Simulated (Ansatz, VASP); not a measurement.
One calculation of C4N, two programs

```
C N
1.0
     3.35987    0.00000    0.00000
     0.00000    3.35987    0.00000
     0.00000    0.00000    3.35987
C N
4 1
Direct
  0.50000 0.00000 0.00000
  0.00000 0.50000 0.00000
  0.00000 0.00000 0.50000
  0.50000 0.50000 0.50000
  0.00000 0.00000 0.00000
```

Change from the starting cell: species swapped into the Co4N type (Pm-3m, No. 221).

Alike in both runs: functional PBE; k mesh 6 × 6 × 6; occupations gaussian, width 0.1 eV; no spin polarisation.

Ansatz relaxed the structure, and its values are those at the end. VASP's run is a single point on that final structure, the one shown.

```csv
,VASP,Ansatz
version,VASP 6.6.1,Ansatz 0.2.0
potentials or method,"VASP PAW PBE potentials, release 64 (C, N), cutoff 520 eV","scalar-relativistic, plane waves, PAW"
valence electrons in the cell,21,21
```

```tsv
	VASP	Ansatz	Ansatz less VASP
gap on the k mesh at the Fermi level (eV)	none	none	-
pressure (GPa)	0.1	0.3	+0.17
```

A gap of «none» marks a metal or a gap that the smearing closes. With one functional, cell and mesh, what is left measures potentials, basis and numerics.
